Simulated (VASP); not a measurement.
# ZnS (P6_3mc) in VASP: a series of runs, part 2 of 2

VASP 6.6.1. The steps go on from the part before.

### 4 Single point, PBE

This run uses another cell than the first one, of 20.18 Å³/atom.

INCAR

```
PREC = Accurate
ENCUT = 520
EDIFF = 1E-6
ISMEAR = 0
SIGMA = 0.01
LREAL = False
LASPH = True
NELM = 100
ALGO = Normal
ISIF = 2
LWAVE = False
LCHARG = True
GGA = PE
LELF = True
LVHAR = True
NBANDS = 26
```

KPOINTS

```
Automatic mesh
0
Gamma
  6 6 4
```

POSCAR

```
ZnS
1.0
    3.8450140183      0.0000000000      0.0000000000
   -1.9225070092      3.3298798178      0.0000000000
    0.0000000000      0.0000000000      6.3053869875
Zn S
2 2
Direct
    0.3333333333      0.6666666667      0.0002443153
    0.6666666667      0.3333333333      0.5002443153
    0.3333333333      0.6666666667      0.3747556847
    0.6666666667      0.3333333333      0.8747556847
```

Potentials or basis: VASP PAW PBE potentials, release 64 (Zn, S).

The run is started by

```bash
$ cat potpaw_PBE.64/Zn/POTCAR potpaw_PBE.64/S/POTCAR > POTCAR
$ mpirun -np 1 vasp_std > vasp.out
```

OUTCAR:

```text
PREC = Accurate
   ENCUT = 520
   EDIFF = 1E-6
   ISMEAR = 0
   LREAL = False
   LASPH = True
   NELM = 100
   ISIF = 2
   GGA = PE

 ion  position               nearest neighbor table
   1  0.333  0.667  0.000-   4 2.36   4 2.36   4 2.36   3 2.36
   2  0.667  0.333  0.500-   3 2.36   3 2.36   3 2.36   4 2.36
   3  0.333  0.667  0.375-   2 2.36   2 2.36   2 2.36   1 2.36
   4  0.667  0.333  0.875-   1 2.36   1 2.36   1 2.36   2 2.36

  LATTYP: Found a hexagonal cell.
 ALAT       =     3.8450140183
 C/A-ratio  =     1.6398866057

  Lattice vectors:

 A1 = (   3.8450140183,   0.0000000000,   0.0000000000)
 A2 = (  -1.9225070092,   3.3298798178,   0.0000000000)
 A3 = (   0.0000000000,   0.0000000000,   6.3053869875)

Analysis of symmetry for initial positions (statically):
=====================================================================
 Subroutine PRICEL returns:
 Original cell was already a primitive cell.

 Routine SETGRP: Setting up the symmetry group for a
 hexagonal supercell.

 Subroutine GETGRP returns: Found 12 space group operations
[... 167 lines left out ...]

 E-fermi :   1.9579     XC(G=0):  -9.5163

 val. band max:        1.9160898570   @ k =   0.0000   0.0000   0.0000
 cond. band min:       3.9979015631   @ k =   0.0000   0.0000   0.0000
 fundamental gap:      2.0818117061
 Fermi energy:         1.9579346776

 k-point     1 :       0.0000    0.0000    0.0000
  band No.  band energies     occupation
      1     -11.0924      2.00000
      2     -10.2030      2.00000
      3      -4.3411      2.00000
      4      -4.3291      2.00000
      5      -4.3291      2.00000
      6      -4.2509      2.00000
[... 598 lines left out ...]
     25      11.6458      0.00000
     26      11.6458      0.00000

------------------------ aborting loop because EDIFF is reached ----------------------------------------

  FORCE on cell =-STRESS in cart. coord.  units (eV):
  Direction    XX          YY          ZZ          XY          YZ          ZX
  --------------------------------------------------------------------------------------
  -------------------------------------------------------------------------------------
  Total        0.0849987      0.0849987      0.0734091     -0.0000000     -0.0000000      0.0000000
  in kB        1.6868814      1.6868814      1.4568745     -0.0000000     -0.0000000      0.0000000
  external PRESSURE =       1.6102124 kB  Pullay stress =       0.0000000 kB

 VOLUME and BASIS-vectors are now :
 -----------------------------------------------------------------------------
  energy-cutoff  :      520.00
  volume of cell :       80.73
      direct lattice vectors                 reciprocal lattice vectors
     3.845014018  0.000000000  0.000000000     0.260077075  0.150155569  0.000000000
    -1.922507009  3.329879818  0.000000000     0.000000000  0.300311139  0.000000000
     0.000000000  0.000000000  6.305386988     0.000000000  0.000000000  0.158594548

 POSITION                                       TOTAL-FORCE (eV/Angst)
 -----------------------------------------------------------------------------------
     -0.00000      2.21992      0.00154        -0.000000     -0.000000      0.001442
      1.92251      1.10996      3.15423         0.000000      0.000000      0.001442
     -0.00000      2.21992      2.36298        -0.000000     -0.000000     -0.001442
      1.92251      1.10996      5.51567         0.000000     -0.000000     -0.001442
 -----------------------------------------------------------------------------------
    total drift:                               -0.000000      0.000000     -0.000103

  FREE ENERGIE OF THE ION-ELECTRON SYSTEM (eV)
  ---------------------------------------------------
  free  energy   TOTEN  =       -13.6907676947 eV

  energy  without entropy=      -13.6907676947  energy(sigma->0) =      -13.69076769
```

stdout:

```text
POSCAR found type information on POSCAR ZnS
 POSCAR found :  2 types and       4 ions
 scaLAPACK will be used
 LDA part: xc-table for (Slater+PW92), standard interpolation
 POSCAR, INCAR and KPOINTS ok, starting setup
 FFT: planning ... GRIDC
 FFT: planning ... GRID_SOFT
 FFT: planning ... GRID
 WAVECAR not read
 entering main loop
```

Run time: 84 s. Hardware: 1 thread of Intel Xeon 8259CL, shared host; peak memory 0.21 GiB.

Results:

* Free energy: -13.6908 eV
* Pressure: 0.2 GPa
* Band gap on the k mesh: 2.08 eV

Levels at points of the mesh, in eV from the valence-band top:
```
           k point  band 16  band 17  band 18  band 19  band 20  band 21
(0.00, 0.00, 0.00)    -0.07     0.00     0.00     2.08     3.05     6.33
(0.50, 0.00, 0.00)    -2.14    -1.61    -0.85     3.68     4.18     5.14
(0.00, 0.00, 0.50)    -0.45    -0.45    -0.45     3.48     3.48     6.76
(0.50, 0.00, 0.50)    -1.57    -1.54    -1.54     3.54     3.54     5.24
```

### 5 Single point, PBE (20.79 Å³/atom)

This run uses another cell than the first one, of 20.79 Å³/atom.

INCAR

```
PREC = Accurate ; ENCUT = 520
EDIFF = 1E-6 ; ISMEAR = 0
SIGMA = 0.01 ; LREAL = F
LASPH = T ; NELM = 60
ALGO = Normal ; ISIF = 2
LWAVE = F ; LCHARG = T
GGA = PE ; LELF = T
LVHAR = T ; NBANDS = 26
```

KPOINTS is that of step 4.

POSCAR

```
ZnS
1.0
    3.8830859401      0.0000000000      0.0000000000
   -1.9415429700      3.3628510692      0.0000000000
    0.0000000000      0.0000000000      6.3678206220
Zn S
2 2
Direct
    0.3333333333      0.6666666667      0.0002443153
    0.6666666667      0.3333333333      0.5002443153
    0.3333333333      0.6666666667      0.3747556847
    0.6666666667      0.3333333333      0.8747556847
```

The run is started by

```bash
$ cat potpaw_PBE.64/Zn/POTCAR potpaw_PBE.64/S/POTCAR > POTCAR
$ mpirun -np 1 vasp_std > vasp.out
```

Wall time 86 s (1 thread of Intel Xeon 8259CL, shared host); peak memory 0.21 GiB.

Results (log left out):

```yaml
Free_energy: -13.6786 eV
Pressure: -1.8 GPa
Largest_force: 0.005 eV/Å
Band_gap_on_the_k_mesh: 1.95 eV
```

Forces on the atoms (eV/Å):
```
Zn   0.000  0.000 -0.005
Zn   0.000  0.000 -0.005
S    0.000  0.000  0.005
S    0.000  0.000  0.005
```

Levels at points of the mesh, in eV from the valence-band top:
| k point | band 15 | band 16 | band 17 | band 18 | band 19 | band 20 | band 21 | band 22 |
| --- | --- | --- | --- | --- | --- | --- | --- | --- |
| (0.00, 0.00, 0.00) | -0.81 | -0.07 | 0.00 | 0.00 | 1.95 | 3.00 | 6.34 | 6.34 |
| (0.50, 0.00, 0.00) | -3.01 | -2.04 | -1.53 | -0.81 | 3.70 | 4.10 | 5.16 | 6.94 |
| (0.00, 0.00, 0.50) | -0.43 | -0.43 | -0.43 | -0.43 | 3.39 | 3.39 | 6.69 | 6.69 |
| (0.50, 0.00, 0.50) | -1.50 | -1.50 | -1.47 | -1.47 | 3.52 | 3.52 | 5.25 | 5.25 |

### 6 Single point, PBE (21.39 Å³/atom)

This run uses another cell than the first one, of 21.39 Å³/atom.

INCAR

```
SYSTEM = ZnS
PREC = Accurate ; ENCUT = 520
EDIFF = 1E-6 ; ISMEAR = 0
SIGMA = 0.01 ; LREAL = .False.
LASPH = .True. ; NELM = 80
ALGO = Normal ; ISIF = 2
LWAVE = .False. ; LCHARG = .True.
GGA = PE ; LELF = .True.
LVHAR = .True. ; NBANDS = 26
```

KPOINTS

```
Automatic mesh
0
Gamma
  6 6 4
  0 0 0
```

POSCAR

```
ZnS
1.0
    3.9204255955      0.0000000000      0.0000000000
   -1.9602127977      3.3951881593      0.0000000000
    0.0000000000      0.0000000000      6.4290534228
Zn S
2 2
Direct
    0.3333333333      0.6666666667      0.0002443153
    0.6666666667      0.3333333333      0.5002443153
    0.3333333333      0.6666666667      0.3747556847
    0.6666666667      0.3333333333      0.8747556847
```

Potentials or basis: VASP PAW PBE potentials, release 64 (Zn, S).

The run is started by

```bash
$ cat potpaw_PBE.64/Zn/POTCAR potpaw_PBE.64/S/POTCAR > POTCAR
$ mpirun -np 1 vasp_std > vasp.out
```

It took 84 s on 1 thread of Intel Xeon 8259CL, shared host; peak memory 0.21 GiB.

The run converged. Its results:

```yaml
Free_energy: -13.6394 eV
Pressure: -3.4 GPa
Largest_force: 0.009 eV/Å
Band_gap_on_the_k_mesh: 1.82 eV
```

Forces in eV/Å, atoms in the order of the input:
```
Zn   0.000  0.000 -0.009
Zn   0.000  0.000 -0.009
S    0.000  0.000  0.009
S    0.000  0.000  0.009
```

Stress tensor (GPa, compression positive):
```
-3.39  0.00  0.00
 0.00 -3.39  0.00
 0.00  0.00 -3.48
```

Levels at points of the mesh, in eV from the valence-band top:
```csv
k point,band 14,band 15,band 16,band 17,band 18,band 19,band 20,band 21,band 22,band 23
"(0.00, 0.00, 0.00)",-0.78,-0.78,-0.07,0.00,0.00,1.82,2.95,6.35,6.35,6.61
"(0.50, 0.00, 0.00)",-3.79,-2.88,-1.94,-1.45,-0.77,3.71,4.01,5.18,6.95,7.04
"(0.00, 0.00, 0.50)",-2.68,-0.40,-0.40,-0.40,-0.40,3.29,3.29,6.62,6.62,6.79
"(0.50, 0.00, 0.50)",-4.47,-1.43,-1.43,-1.40,-1.40,3.50,3.50,5.26,5.26,8.67
```

Caveat: the cell stands under tension.

### 7 Overview

| cell | gap on the mesh (eV) | pressure (GPa) | largest force (eV/Å) |
| --- | --- | --- | --- |
| a = 3.767, b = 3.767, c = 6.177 Å, angles 90.0, 90.0, 120.0°, 4 atoms | 2.36 | 5.1 | 0.02 |
| a = 3.806, b = 3.806, c = 6.242 Å, angles 90.0, 90.0, 120.0°, 4 atoms | 2.22 | 2.4 | 0.01 |
| a = 3.845, b = 3.845, c = 6.305 Å, angles 90.0, 90.0, 120.0°, 4 atoms | 2.08 | 0.2 | - |
| a = 3.883, b = 3.883, c = 6.368 Å, angles 90.0, 90.0, 120.0°, 4 atoms | 1.95 | -1.8 | - |
| a = 3.920, b = 3.920, c = 6.429 Å, angles 90.0, 90.0, 120.0°, 4 atoms | 1.82 | -3.4 | 0.01 |

Alike in all rows: task single point; level PBE; potentials or basis VASP PAW PBE potentials, release 64 (Zn, S); no spin polarisation; k mesh 6 × 6 × 4; cutoff (eV) 520; smearing gaussian 0.01 eV.

Caveats: the cell stands under pressure (at least some runs); the cell stands under tension (at least some runs).

Total energies depend on the potentials used, so only differences within one code and one set of settings carry meaning.
